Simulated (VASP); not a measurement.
Crystal: Mn3Sb.

```
Mn Sb
1.0
     4.03477    0.00000    0.00000
     0.00000    4.03477    0.00000
     0.00000    0.00000    4.03477
Mn Sb
3 1
Direct
  0.00000 0.50000 0.50000
  0.50000 0.00000 0.50000
  0.50000 0.50000 0.00000
  0.00000 0.00000 0.00000
```

Base run:

| Item | Value |
| --- | --- |
| Program | VASP 6.6.1 |
| Functional | PBEsol |
| Potentials or basis | VASP PAW PBE potentials, release 64 (Mn_pv, Sb) |
| Cutoff | 520 eV |
| k mesh | 5 × 5 × 5 |
| Occupations | tetrahedron |
| Spin | no spin polarisation |

Its results: band gap on the k mesh zero (bands 22 and 23 overlap by 0.22 eV); pressure -32.2 GPa.

Question: The run is repeated on the same cell with these changes: functional from PBEsol to r2SCAN. What comes out?

Answer: Band gap on the k mesh zero (bands 22 and 23 overlap by 0.21 eV); pressure -31.0 GPa.

Caveats: the cell stands under tension; the PAW data sets were made with another functional, which shifts forces and pressure a little; spin-orbit coupling is left out, which moves the levels of the heavy elements; the run has no spin polarisation, though such a crystal can be magnetic; tetrahedron occupations give inexact forces and stress in metals.
